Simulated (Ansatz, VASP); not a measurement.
# Two plane-wave programs on In2Sb

Contents of POSCAR:

```
In2Sb
1.0
    0.0000000000      3.4683463825      3.4683463825
    3.4683463825      0.0000000000      3.4683463825
    3.4683463825      3.4683463825      0.0000000000
In Sb
2 1
Direct
    0.2500000000      0.2500000000      0.2500000000
    0.7500000000      0.7500000000      0.7500000000
    0.0000000000      0.0000000000      0.0000000000
```

The input INCAR.step1:

```
SYSTEM = In2Sb
PREC = Accurate ; ENCUT = 520
ISMEAR = 0 ; SIGMA = 0.1
LREAL = .FALSE. ; LASPH = .TRUE.
NELM = 80 ; NBANDS = 22
GGA = PE ; ALGO = Normal
EDIFF = 1E-4 ; LWAVE = .TRUE.
LCHARG = .FALSE.
```

INCAR.step2

```
SYSTEM = In2Sb
PREC = Accurate ; ENCUT = 520
EDIFF = 1E-6 ; ISMEAR = 0
SIGMA = 0.1 ; LREAL = .FALSE.
LASPH = .TRUE. ; NELM = 80
ALGO = Normal ; ISIF = 2
LWAVE = .FALSE. ; LCHARG = .TRUE.
METAGGA = R2SCAN ; LMIXTAU = .TRUE.
LELF = .TRUE. ; LVHAR = .TRUE.
NBANDS = 22 ; ISTART = 1
```

File KPOINTS:

```
regular mesh
0
G
  4 4 4
  0 0 0
```

Input for Ansatz:

```yaml
crystal:
  lattice:
    - [0.0, 3.4683463825, 3.4683463825]
    - [3.4683463825, 0.0, 3.4683463825]
    - [3.4683463825, 3.4683463825, 0.0]
  atoms:
    - { symbol: In, position: [0.25, 0.25, 0.25] }
    - { symbol: In, position: [0.75, 0.75, 0.75] }
    - { symbol: Sb, position: [0.0, 0.0, 0.0] }
basis:
  ecutwfc: 500
kpoints:
  mp_grid: { grid: [4, 4, 4] }
hamiltonian:
  xc: r2scan
scf:
  occupations: { method: gaussian, width: 0.1 }
  lower_state_search: "off"
output:
  forces: true
  stress: true
  eigenvalues: true
```

Alike in both runs: task single point; functional r2SCAN; k mesh 4 × 4 × 4; occupations gaussian, width 0.1 eV; no spin polarisation.

|  | VASP | Ansatz |
| --- | --- | --- |
| version | VASP 6.6.1 | Ansatz 0.2.0 |
| potentials or method | VASP PAW PBE potentials, release 64 (In_d, Sb), cutoff 520 eV | scalar-relativistic, plane waves, PAW |
| valence electrons in the cell | 31 | 41 |

VASP gave:

* gap on the k mesh at the Fermi level (eV): none
* pressure (GPa): 8.3

Question: What did Ansatz give for the same quantities?

Answer: gap on the k mesh at the Fermi level (eV): none; pressure (GPa): 8.2.

VASP's potentials were made for PBE, not for r2SCAN. A gap of «none» marks a metal or a gap that the smearing closes. VASP's potentials hold 31 valence electrons a cell and Ansatz's 41, so a difference there can come from the potentials and not from the codes.

The k mesh is coarse, so the values compare programs but aren't converged. Neither program's run includes spin-orbit coupling.
